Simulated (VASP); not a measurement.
Runs of VASP 6.6.1 on CoSi2. The structure is cubic, space group Fm-3m (No. 225). The conventional cell has a = 5.356 Å, b = 5.356 Å, c = 5.356 Å, α = 90.00°, β = 90.00°, γ = 90.00°. Within 3.1 Å of Co (site symmetry m-3m) lie 8 Si at 2.32 Å. Si (site symmetry -43m) has 4 Co at 2.32 Å and 6 Si at 2.68 Å within 3.1 Å. 

| spin | fixed moment (μB) | pressure (GPa) | moment (μB) |
| --- | --- | --- | --- |
| collinear, ferromagnetic start | 2.5 | 19.7 | 2.50 |
| collinear, ferromagnetic start | 1.5 | 9.6 | 1.50 |
| collinear, ferromagnetic start | 3.0 | (b) | 3.00 |
| collinear, ferromagnetic start | 0.5 | (a) | 0.50 |
| collinear, ferromagnetic start | 2.0 | 14.6 | 2.00 |
| collinear, ferromagnetic start | 1.0 | 4.4 | 1.00 |
| collinear, zero start | 0.0 | 0.4 | 0.00 |

Alike in all rows: task single point; level PBE; potentials or basis VASP PAW PBE potentials, release 64 (Co, Si); cell as given; k mesh 11 × 11 × 11; cutoff (eV) 520; smearing fermi-dirac 0.05 eV.

Estimate the missing entries.

(a) 1.1; (b) 25.1.

Caveats: the total moment is fixed, so each spin has its own Fermi level and the state may be an excited one (at least some runs); the cell stands under pressure (at least some runs); the total moment is fixed, so each spin has its own Fermi level (at least some runs).
